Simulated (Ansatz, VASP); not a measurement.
**Au in VASP and in Ansatz**

The input INCAR:

```
SYSTEM = Au
PREC = Accurate
ENCUT = 520
EDIFF = 1E-6
ISMEAR = -1
SIGMA = 0.1
LREAL = .FALSE.
LASPH = .TRUE.
NELM = 60
ALGO = Normal
ISIF = 2
LWAVE = .FALSE.
LCHARG = .TRUE.
GGA = B5
ALDAX = 1.0
AGGAX = 1.0
AGGAC = 1.0
ALDAC = 0.0
LELF = .TRUE.
LVHAR = .TRUE.
NBANDS = 12
```

KPOINTS

```
regular mesh
0
G
  13 13 13
  0 0 0
```

File POSCAR:

```
Au
1.0
    2.8890610256      0.0000000000      0.0000000000
    0.0000000000      2.8890610256      0.0000000000
    0.0000000000      0.0000000000      2.8890610256
Au
1
Direct
    0.0000000000      0.0000000000      0.0000000000
```

Input for Ansatz:

```yaml
crystal:
  lattice:
    - [2.8890610256, 0.0, 0.0]
    - [0.0, 2.8890610256, 0.0]
    - [0.0, 0.0, 2.8890610256]
  atoms:
    - { symbol: Au, position: [0.0, 0.0, 0.0] }
hamiltonian:
  xc: blyp
  pseudopotentials:
    kind: paw
    azcp:
      Au: "pseudopotentials/Au.paw.azcp"
basis:
  ecutwfc: 420
  fft_grid_basis: typed
kpoints:
  mp_grid: { grid: [13, 13, 13], shift: [0, 0, 0] }
magnetization:
  spin_polarized: false
scf:
  occupations: { method: fermi_dirac, width: 0.1 }
  lower_state_search: "off"
output:
  stress: true
```

Alike in both runs: task single point; functional BLYP; k mesh 13 × 13 × 13; occupations fermi-dirac, width 0.1 eV; no spin polarisation.

```csv
,VASP,Ansatz
version,VASP 6.6.1,Ansatz 0.2.0
potentials or method,"VASP PAW PBE potentials, release 64 (Au), cutoff 520 eV","plane waves (420 eV) with PAW, scalar-relativistic"
valence electrons in the cell,11,19
```

```tsv
	VASP	Ansatz	Ansatz less VASP
pressure (GPa)	-4.7	-5.0	-0.28
```

VASP's potentials were made for PBE, not for BLYP. With one functional, cell and mesh, what is left measures potentials, basis and numerics. VASP's potentials hold 11 valence electrons a cell and Ansatz's 19, so a difference there can come from the potentials and not from the codes.

Neither program's run includes spin-orbit coupling.
